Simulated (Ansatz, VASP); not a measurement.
One calculation of Al, two programs

The input INCAR:

```
SYSTEM = Al
PREC = Accurate
ENCUT = 500
EDIFF = 1E-6
ISMEAR = 0
SIGMA = 0.1
LREAL = .False.
LASPH = .True.
NELM = 120
ALGO = Normal
ISIF = 2
LWAVE = .False.
LCHARG = .True.
GGA = PE
LELF = .True.
LVHAR = .True.
NBANDS = 10
GGA_COMPAT = .False.
```

KPOINTS

```
regular mesh
0
Gamma
  9 9 16
  0 0 0
```

The input POSCAR:

```
Al
1.0
    3.8926812053      0.0000000000      0.0137613515
    0.0000000000      3.8927055297      0.0000000000
   -1.9388675173      0.0000000000      2.1205852267
Al
2
Direct
    0.0000000000      0.0000000000      0.0000000000
    0.5000000000      0.5000000000      0.0000000000
```

Input for Ansatz:

```yaml
crystal:
  lattice:
    - [3.8926812053, 0.0, 0.0137613515]
    - [0.0, 3.8927055297, 0.0]
    - [-1.9388675173, 0.0, 2.1205852267]
  atoms:
    - { symbol: Al, position: [0.0, 0.0, 0.0] }
    - { symbol: Al, position: [0.5, 0.5, 0.0] }
basis:
  ecutwfc: 420
kpoints:
  mp_grid: { grid: [9, 9, 16] }
hamiltonian:
  xc: pbe
scf:
  occupations: { method: gaussian, width: 0.1 }
  n_extra_bands: 16
output:
  forces: true
  eigenvalues: true
  stress: true
```

Alike in both runs: task single point; functional PBE; k mesh 9 × 9 × 16; occupations gaussian, width 0.1 eV; no spin polarisation.

|  | VASP | Ansatz |
| --- | --- | --- |
| version | VASP 6.6.1 | Ansatz 0.2.0 |
| potentials or method | VASP PAW PBE potentials, release 64 (Al), cutoff 500 eV | scalar-relativistic, plane waves, PAW |
| valence electrons in the cell | 6 | 6 |

```tsv
	VASP	Ansatz	Ansatz less VASP
gap on the k mesh at the Fermi level (eV)	none	none	-
pressure (GPa)	2.5	2.5	+0.03
traceless stress, the component that is largest in VASP (GPa)	-2.51	-2.52	-0.009
```

A gap of «none» marks a metal or a gap that the smearing closes.
